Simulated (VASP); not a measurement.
Input of a VASP 6.6.1 run:

INCAR

```
ALGO = Normal ; EDIFF = 1E-8
ENCUT = 520 ; IBRION = 6
ISIF = 2 ; ISMEAR = 0
LASPH = T ; LCHARG = F
LMIXTAU = T ; LREAL = F
LWAVE = F ; METAGGA = R2SCAN
NBANDS = 26 ; NELM = 60
NFREE = 2 ; NSW = 1
POTIM = 0.015 ; PREC = Accurate
SIGMA = 0.05
```

KPOINTS

```
k-points
0
Gamma
  6 6 4
```

The input POSCAR:

```
CdS
1.0
    4.1643074243      0.0000000000      0.0000000000
   -2.0821537122      3.6063960186      0.0000000000
    0.0000000000      0.0000000000      6.7652498085
Cd S
2 2
Direct
    0.3333333333      0.6666666667      0.0040179986
    0.6666666667      0.3333333333      0.5040179986
    0.3333333333      0.6666666667      0.3809820014
    0.6666666667      0.3333333333      0.8809820014
```

Potentials or basis: VASP PAW PBE potentials, release 64 (Cd, S).

Launch:

```bash
$ cat potpaw_PBE.64/Cd/POTCAR potpaw_PBE.64/S/POTCAR > POTCAR
$ mpirun -np 1 vasp_std > vasp.out
```

Q: Estimate the highest phonon frequency at Γ, LO-TO splitting left out.

A: 298 cm⁻¹.

Phonon frequencies in cm⁻¹ (negative: imaginary):
```csv
q point,frequencies
"(0.000, 0.000, 0.000)",0 0 0 42 42 135 226 234 234 248 248 298
```
